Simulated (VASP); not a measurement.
# Cu4Au3 in VASP: single point with PBE

Aim: the single point of Cu4Au3 with PBE.

Everything below comes from runs of VASP 6.6.1. Logs are shortened: lines on timing, memory, paths and dates and some standing lists are left out, and cuts for length are marked.

**1. The cell of the first run**

The cell holds a slab with vacuum, 7 atoms: a = 2.800 Å, b = 2.800 Å, c = 26.010 Å, α = 90.00°, β = 90.00°, γ = 90.00°.

**2. Single point, PBE**

Input file INCAR:

```
PREC = Accurate ; ENCUT = 520
EDIFF = 1E-6 ; ISMEAR = -1
SIGMA = 0.05 ; LREAL = F
LASPH = T ; NELM = 100
ALGO = Normal ; ISIF = 2
LWAVE = F ; LCHARG = F
LDIPOL = T ; IDIPOL = 3
DIPOL = 0.5 0.5 0.500 ; GGA = PE
NBANDS = 48
```

Input file KPOINTS:

```
regular mesh
0
Gamma
  9 9 1
```

Input file POSCAR:

```
Cu4Au3
1.0
    2.8000000000      0.0000000000      0.0000000000
    0.0000000000      2.8000000000      0.0000000000
    0.0000000000      0.0000000000     26.0100000000
Cu Au
4 3
Direct
    0.5000000000      0.5000000000      0.2883506344
    0.5000000000      0.5000000000      0.4294502115
    0.5000000000      0.5000000000      0.5705497885
    0.5000000000      0.5000000000      0.7116493656
    0.0000000000      0.0000000000      0.3589004229
    0.0000000000      0.0000000000      0.5000000000
    0.0000000000      0.0000000000      0.6410995771
```

Potentials or basis: VASP PAW PBE potentials, release 64 (Cu, Au).

Command:

```sh
$ cat potpaw_PBE.64/Cu/POTCAR potpaw_PBE.64/Au/POTCAR > POTCAR
$ mpirun -np 1 vasp_std > vasp.out
```

OUTCAR:

```text
PREC = Accurate
   ENCUT = 520
   EDIFF = 1E-6
   ISMEAR = -1
   LREAL = F
   LASPH = T
   NELM = 100
   ISIF = 2
   GGA = PE

 ion  position               nearest neighbor table
   1  0.500  0.500  0.288-   5 2.70   5 2.70   5 2.70   5 2.70
   2  0.500  0.500  0.429-   6 2.70   6 2.70   6 2.70   6 2.70   5 2.70   5 2.70   5 2.70   5 2.70

   3  0.500  0.500  0.571-   6 2.70   6 2.70   6 2.70   6 2.70   7 2.70   7 2.70   7 2.70   7 2.70

   4  0.500  0.500  0.712-   7 2.70   7 2.70   7 2.70   7 2.70
   5  0.000  0.000  0.359-   1 2.70   1 2.70   1 2.70   1 2.70   2 2.70   2 2.70   2 2.70   2 2.70

   6  0.000  0.000  0.500-   2 2.70   3 2.70   2 2.70   3 2.70   2 2.70   3 2.70   2 2.70   3 2.70

   7  0.000  0.000  0.641-   4 2.70   4 2.70   4 2.70   4 2.70   3 2.70   3 2.70   3 2.70   3 2.70

  LATTYP: Found a simple tetragonal cell.
 ALAT       =     2.8000000000
 C/A-ratio  =     9.2892857143

  Lattice vectors:

 A1 = (   2.8000000000,   0.0000000000,   0.0000000000)
 A2 = (   0.0000000000,   2.8000000000,   0.0000000000)
 A3 = (   0.0000000000,   0.0000000000,  26.0100000000)

Analysis of symmetry for initial positions (statically):
=====================================================================
 Subroutine PRICEL returns:
 Original cell was already a primitive cell.

 Routine SETGRP: Setting up the symmetry group for a
 simple tetragonal supercell.

 Subroutine GETGRP returns: Found 16 space group operations
 (whereof 16 operations were pure point group operations)
 out of a pool of 16 trial point group operations.

The static configuration has the point symmetry D_4h.

Analysis of symmetry for dynamics (positions and initial velocities):
=====================================================================
 Subroutine PRICEL returns:
 Original cell was already a primitive cell.

 Routine SETGRP: Setting up the symmetry group for a
 simple tetragonal supercell.

 Subroutine GETGRP returns: Found 16 space group operations
 (whereof 16 operations were pure point group operations)
 out of a pool of 16 trial point group operations.

The dynamic configuration has the point symmetry D_4h.

 Subroutine INISYM returns: Found 16 space group operations
 (whereof 16 operations are pure point group operations),
 and found     1 'primitive' translations

----------------------------------------------------------------------------------------

                                     Primitive cell

  volume of cell :     203.9184

  direct lattice vectors                    reciprocal lattice vectors
     2.800000000  0.000000000  0.000000000     0.357142857  0.000000000  0.000000000
     0.000000000  2.800000000  0.000000000     0.000000000  0.357142857  0.000000000
     0.000000000  0.000000000 26.010000000     0.000000000  0.000000000  0.038446751

  length of vectors
     2.800000000  2.800000000 26.010000000     0.357142857  0.357142857  0.038446751

  position of ions in fractional coordinates (direct lattice)
     0.500000000  0.500000000  0.288350634
     0.500000000  0.500000000  0.429450211
     0.500000000  0.500000000  0.570549789
     0.500000000  0.500000000  0.711649366
     0.000000000  0.000000000  0.358900423
     0.000000000  0.000000000  0.500000000
     0.000000000  0.000000000  0.641099577

  ion indices of the primitive-cell ions
   primitive index   ion index
                 1           1
                 2           2
                 3           3
                 4           4
                 5           5
                 6           6
                 7           7

----------------------------------------------------------------------------------------

 KPOINTS: regular mesh

Automatic generation of k-mesh.
 Grid dimensions read from file:
 generate k-points for:    9    9    1

 Generating k-lattice:

  Cartesian coordinates                     Fractional coordinates (reciprocal lattice)
     0.039682540  0.000000000  0.000000000     0.111111111  0.000000000  0.000000000
     0.000000000  0.039682540  0.000000000     0.000000000  0.111111111  0.000000000
     0.000000000  0.000000000  0.038446751     0.000000000  0.000000000  1.000000000

  Length of vectors
     0.039682540  0.039682540  0.038446751

  Shift w.r.t. Gamma in fractional coordinates (k-lattice)
     0.000000000  0.000000000  0.000000000

 Subroutine IBZKPT returns following result:
 ===========================================

 Found     15 irreducible k-points:

 Following reciprocal coordinates:
            Coordinates               Weight
  0.000000  0.000000  0.000000      1.000000
  0.111111  0.000000  0.000000      4.000000
  0.222222  0.000000  0.000000      4.000000
  0.333333  0.000000  0.000000      4.000000
  0.444444  0.000000  0.000000      4.000000
  0.111111  0.111111  0.000000      4.000000
  0.222222  0.111111  0.000000      8.000000
  0.333333  0.111111  0.000000      8.000000
  0.444444  0.111111  0.000000      8.000000
  0.222222  0.222222  0.000000      4.000000
  0.333333  0.222222  0.000000      8.000000
  0.444444  0.222222  0.000000      8.000000
  0.333333  0.333333  0.000000      4.000000
  0.444444  0.333333  0.000000      8.000000
  0.444444  0.444444  0.000000      4.000000
   k-points           NKPTS =     15   k-points in BZ     NKDIM =     15   number of bands    NBANDS=     48
   number of dos      NEDOS =    301   number of ions     NIONS =      7
   total plane-waves  NPLWV = 112896
   dimension x,y,z NGX =    24 NGY =   24 NGZ =  196
   dimension x,y,z NGXF=    48 NGYF=   48 NGZF=  392
   ions per type =               4   3
   NGX,Y,Z   is equivalent  to a cutoff of  14.25, 14.25, 12.53 a.u.
   NGXF,Y,Z  is equivalent  to a cutoff of  28.50, 28.50, 25.06 a.u.
 SYSTEM =  unknown system
   PREC   = accura    normal or accurate (medium, high low for compatibility)
   ISTART =      0    job   : 0-new  1-cont  2-samecut
   ICHARG =      2    charge: 1-file 2-atom 10-const
   ISPIN  =      1    spin polarized calculation?
   LNONCOLLINEAR =      F non collinear calculations
   LSORBIT =      F    spin-orbit coupling
   LASPH  =      T    aspherical Exc in radial PAW
   ENCUT  =  520.0 eV  38.22 Ry    6.18 a.u.   5.21  5.21 48.36*2*pi/ulx,y,z
   NELM   =    100;   NELMIN=  2; NELMDL= -5     # of ELM steps
   EDIFF  = 0.1E-05   stopping-criterion for ELM
   LREAL  =      F    real-space projection
   EDIFFG = 0.1E-04   stopping-criterion for IOM
   NSW    =      0    number of steps for IOM
   IBRION =     -1    ionic relax: 0-MD 1-quasi-New 2-CG
   NFREE  =      0    steps in history (QN), initial steepest desc. (CG)
   ISIF   =      2    stress and relaxation
   ISYM   =      2    0-nonsym 1-usesym 2-fastsym
   POTIM  = 0.5000    time-step for ionic-motion
   TEBEG  =    0.0;   TEEND  =   0.0 temperature during run
   PSTRESS=    0.0 pullay stress
   NELECT =      77.0000    total number of electrons
   NUPDOWN=      -1.0000    fix difference up-down
   EMIN   =  10.00;   EMAX   =-10.00  energy-range for DOS
   EFERMI =   0.00;   METHOD = LEGACY
   ISMEAR =    -1;   SIGMA  =   0.05  broadening in eV -4-tet -1-fermi 0-gaus
   EFERMI_NEDOS =   21; number of points for ismear=-14 and -15
   IALGO  =     38    algorithm
   IMIX   =      4    mixing-type and parameters
     AMIX     =   0.40;   BMIX     =  1.00
     AMIX_MAG =   1.60;   BMIX_MAG =  1.00
  volume/ion in A,a.u.               =      29.13       196.59
  Fermi-wavevector in a.u.,A,eV,Ry     =   1.183277  2.236068 19.050108  1.400143
  Thomas-Fermi vector in A             =   2.319514
   LORBIT       =      0    0 simple, 1 ext, 2 COOP (PROOUT), +10 PAW based schemes
   GGA     = PE    functional components
   LHFCALC =     F    Hartree Fock is set to
   AEXX    =    0.0000 exact exchange contribution
   IVDW    =     0    specifies the selected vdW correction
   LEPSILON=     F    determine dielectric tensor
   LRPA    =     F    only Hartree local field effects (RPA)
 non-spin polarized calculation
  energy-cutoff  :      520.00
  volume of cell :      203.92
 maximum number of plane-waves:      5521
 NGX is ok and might be reduce to    24
   NGX = 11   NGY = 11   NGZ = 97

 dipolmoment           0.000000      0.000000      0.000000 electrons x Angstroem

 number of electron      77.0000037 magnetization

 dipolmoment           0.000000      0.000000     -0.000000 electrons x Angstroem

 Free energy of the ion-electron system (eV)
  ---------------------------------------------------
  ext. energy  EPLUGINS =         0.00000000
  ---------------------------------------------------
  free energy    TOTEN  =       -23.33714041 eV

  energy without entropy =      -23.31822152  energy(sigma->0) =      -23.32768097

 E-fermi :   2.0719     XC(G=0):  -6.9207

 val. band max:        1.9847984107   @ k =   0.3333   0.0000   0.0000
 cond. band min:       2.0800563617   @ k =   0.4444   0.1111   0.0000
 fundamental gap:      0.0952579510
 Fermi energy:         2.0719135936

 k-point     1 :       0.0000    0.0000    0.0000
  band No.  band energies     occupation
      1      -7.7387      2.00000
      2      -7.1166      2.00000
      3      -6.4299      2.00000
      4      -4.7507      2.00000
      5      -4.6235      2.00000
      6      -4.5551      2.00000
[... 40 lines left out ...]
     47       9.0859      0.00000
     48      10.2863      0.00000

 k-point     2 :       0.1111    0.0000    0.0000
  band No.  band energies     occupation
      1      -7.4522      2.00000
      2      -6.8348      2.00000
      3      -6.1505      2.00000
      4      -4.6129      2.00000
      5      -4.4806      2.00000
      6      -4.3923      2.00000
[... 655 lines left out ...]
 k-point    15 :       0.4444    0.4444    0.0000
  band No.  band energies     occupation
      1      -5.1444      2.00000
      2      -4.9240      2.00000
      3      -4.7577      2.00000
      4      -3.9425      2.00000
      5      -3.9261      2.00000
      6      -3.8635      2.00000
[... 40 lines left out ...]
     47       8.5098      0.00000
     48       8.9089      0.00000

------------------------ aborting loop because EDIFF is reached ----------------------------------------

 vacuum level on the upper side and lower side of the slab       (xc-potential included)        -0.194        -0.194

  FORCE on cell =-STRESS in cart. coord.  units (eV):
  Direction    XX          YY          ZZ          XY          YZ          ZX
  --------------------------------------------------------------------------------------
  -------------------------------------------------------------------------------------
  Total        1.1885085      1.1885085      2.3646666      0.0000000      0.0000000      0.0000000
  in kB        9.3380560      9.3380560     18.5790745      0.0000000      0.0000000      0.0000000
  external PRESSURE =      12.4183955 kB  Pullay stress =       0.0000000 kB

 VOLUME and BASIS-vectors are now :
 -----------------------------------------------------------------------------
  energy-cutoff  :      520.00
  volume of cell :      203.92
      direct lattice vectors                 reciprocal lattice vectors
     2.800000000  0.000000000  0.000000000     0.357142857  0.000000000  0.000000000
     0.000000000  2.800000000  0.000000000     0.000000000  0.357142857  0.000000000
     0.000000000  0.000000000 26.010000000     0.000000000  0.000000000  0.038446751

 POSITION                                       TOTAL-FORCE (eV/Angst)
 -----------------------------------------------------------------------------------
      1.40000      1.40000      7.50000        -0.000000      0.000000      0.005773
      1.40000      1.40000     11.17000        -0.000000      0.000000     -0.000382
      1.40000      1.40000     14.84000        -0.000000     -0.000000      0.000382
      1.40000      1.40000     18.51000         0.000000     -0.000000     -0.005773
      0.00000      0.00000      9.33500        -0.000000      0.000000     -0.340571
      0.00000      0.00000     13.00500        -0.000000      0.000000      0.000000
      0.00000      0.00000     16.67500        -0.000000      0.000000      0.340571
 -----------------------------------------------------------------------------------
    total drift:                                0.000000     -0.000000     -0.000000

  FREE ENERGIE OF THE ION-ELECTRON SYSTEM (eV)
  ---------------------------------------------------
  free  energy   TOTEN  =       -23.3371404119 eV

  energy  without entropy=      -23.3182215204  energy(sigma->0) =      -23.32768097

 vacuum level on the upper side and lower side of the slab         6.260         6.260
```

It took 6.8 min on 1 thread of Intel Xeon 8259CL, shared host; peak memory 0.39 GiB.

What came out:

- Free energy: -23.3371 eV
- Largest force: 0.341 eV/Å
- Band gap on the k mesh: zero (an odd number of electrons rules out a gap without spin polarisation)

Forces in eV/Å, atoms in the order of the input:
```
Cu   0.000  0.000  0.006
Cu   0.000  0.000  0.000
Cu   0.000  0.000  0.000
Cu   0.000  0.000 -0.006
Au   0.000  0.000 -0.341
Au   0.000  0.000  0.000
Au   0.000  0.000  0.341
```

Caveat: spin-orbit coupling is left out, which moves the levels of the heavy elements.
